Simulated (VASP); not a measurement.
Set up this calculation in VASP 6.6.1, as the native input.

```
Task                   : single point
Functional             : PBE
Potentials or basis    : VASP PAW PBE potentials, release 64 (Ni_sv_GW)
Cutoff                 : 690 eV
k mesh                 : 12 × 12 × 7
Occupations            : gaussian, width 0.018 eV
Spin                   : collinear spin, ferromagnetic start
Starting moments       : [1.0, 1.0] μB
Dipole correction      : no
Further INCAR settings : ALGO = Normal; EDIFF = 1e-06; NBANDS = 29
```

The structure of Ni lies in POSCAR:

```
Ni
1.0
    2.4480228978      0.0000000000      0.0000000000
   -1.2240114489      2.1200500186      0.0000000000
    0.0000000000      0.0000000000      4.0728075700
Ni
2
Direct
    0.6666666667      0.3333333333      0.7500000000
    0.3333333333      0.6666666667      0.2500000000
```

This isn't the form of Ni at room conditions, which is fcc.

One way to write it, as run:

INCAR

```
  ALGO = Normal
  EDIFF = 1E-6
  ENCUT = 690
  GGA = PE
  GGA_COMPAT = F
  ISIF = 2
  ISMEAR = 0
  ISPIN = 2
  LASPH = T
  LCHARG = F
  LMAXMIX = 4
  LORBIT = 11
  LREAL = F
  LWAVE = F
  MAGMOM = 1 1
  NBANDS = 29
  NELM = 200
  PREC = Accurate
  SIGMA = 0.018000000000000002
```

KPOINTS

```
k-points
0
Gamma
  12 12 7
```

Potentials or basis: VASP PAW PBE potentials, release 64 (Ni_sv_GW).

Command:

```console
$ cat potpaw_PBE.64/Ni_sv_GW/POTCAR > POTCAR
$ mpirun -np 1 vasp_std > vasp.out
```

Results of the run:

```json
{"Pressure": "6.2 GPa", "Net moment": "1.34 μB per cell", "Site moments": "Ni +0.71 μB", "Valence electrons inside the program's atomic spheres": "Ni 16.37"}
```

Caveat: the cell stands under pressure.

It took 64 s on 1 thread of Intel(R) Xeon(R) 6975P-C (Granite Rapids), with other jobs on the host, peak memory 0.25 GiB.
